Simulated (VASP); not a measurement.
# SiNi: single point with PBEsol

SiNi:

```
Si Ni
1.0
    -5.08783    0.00000    0.00000
     0.00000   -3.35777    0.00000
    -2.03513    0.00000   11.05566
Si Ni
8 8
Direct
  0.36126 0.25000 0.79328
  0.56126 0.25000 0.29328
  0.80412 0.75000 0.04328
  0.60412 0.75000 0.54328
  0.79588 0.25000 0.95672
  0.99588 0.25000 0.45672
  0.23874 0.75000 0.20672
  0.03874 0.75000 0.70672
  0.65322 0.75000 0.84369
  0.85322 0.75000 0.34369
  0.47182 0.25000 0.09369
  0.27182 0.25000 0.59369
  0.12818 0.75000 0.90631
  0.32818 0.75000 0.40631
  0.94678 0.25000 0.15631
  0.74678 0.25000 0.65631
```

This cell differs from its parent crystal: the part above a cut slid along it.

```
Program                : VASP 6.6.1
Task                   : single point
Functional             : PBEsol
Potentials or basis    : VASP PAW PBE potentials, release 64 (Si, Ni)
Cutoff                 : 520 eV
k mesh                 : 8 × 12 × 4
Occupations            : gaussian, width 0.15 eV
Spin                   : no spin polarisation
Dipole correction      : no
Further INCAR settings : LREAL = Auto; ALGO = Fast; EDIFF = 1e-06; NBANDS = 70
```

```
Pressure               : 12.5 GPa
Largest force          : 9.231 eV/Å
Band gap on the k mesh : zero (bands 56 and 57 overlap by 1.68 eV)
```

Forces on the atoms (eV/Å):
```
Si  -0.198  0.000  0.194
Si  -0.127  0.000  0.165
Si   0.966  0.000  9.180
Si  -0.030  0.000 -0.027
Si  -0.966  0.000 -9.180
Si   0.030  0.000  0.027
Si   0.198  0.000 -0.194
Si   0.127  0.000 -0.165
Ni   0.150  0.000 -0.177
Ni   0.056  0.000  0.051
Ni   1.512  0.000  2.005
Ni  -0.029  0.000  0.087
Ni  -1.512  0.000 -2.005
Ni   0.029  0.000 -0.087
Ni  -0.150  0.000  0.177
Ni  -0.056  0.000 -0.051
```

Stress tensor (GPa, compression positive):
```
 4.12  0.00  3.66
 0.00 21.59  0.00
 3.66  0.00 11.70
```

Levels at points of the mesh, in eV from the Fermi level:
```csv
k point,band 52,band 53,band 54,band 55,band 56,band 57,band 58,band 59,band 60,band 61
"(0.00, 0.00, 0.00)",-1.26,-0.99,-0.58,-0.07,0.13,0.14,0.77,1.53,2.30,2.43
"(0.50, 0.00, 0.00)",-0.50,0.15,0.60,1.07,1.10,1.21,1.57,1.80,2.40,2.40
"(0.00, 0.50, 0.00)",-1.92,-1.59,-1.59,-0.92,-0.92,-0.43,-0.43,0.52,0.52,1.17
"(0.50, 0.50, 0.00)",-1.83,-1.81,-1.81,-1.03,-1.03,-0.17,-0.17,0.89,0.89,1.97
"(0.00, 0.00, 0.50)",-1.15,-0.91,-0.90,-0.48,-0.35,0.58,1.54,1.60,2.07,2.19
"(0.50, 0.00, 0.50)",-0.48,-0.47,0.85,1.15,1.17,1.33,1.47,1.88,1.91,2.73
"(0.00, 0.50, 0.50)",-1.91,-1.59,-1.59,-0.85,-0.85,-0.21,-0.21,0.17,0.17,1.23
"(0.50, 0.50, 0.50)",-1.81,-1.74,-1.74,-1.11,-1.11,0.07,0.07,1.01,1.01,1.59
```

Run time: 40 min on 1 thread of Oxide Virtual Turin-like Processor (shared host), peak memory 0.95 GiB.

Caveat: the cell differs from its parent crystal (the part above a cut slid along it); the stress differs along the axes, from 4 to 22 GPa; the PAW data sets were made with another functional, which shifts forces and pressure a little. Spin polarisation is off, so any magnetic state and its effect on volume and gap are missing.
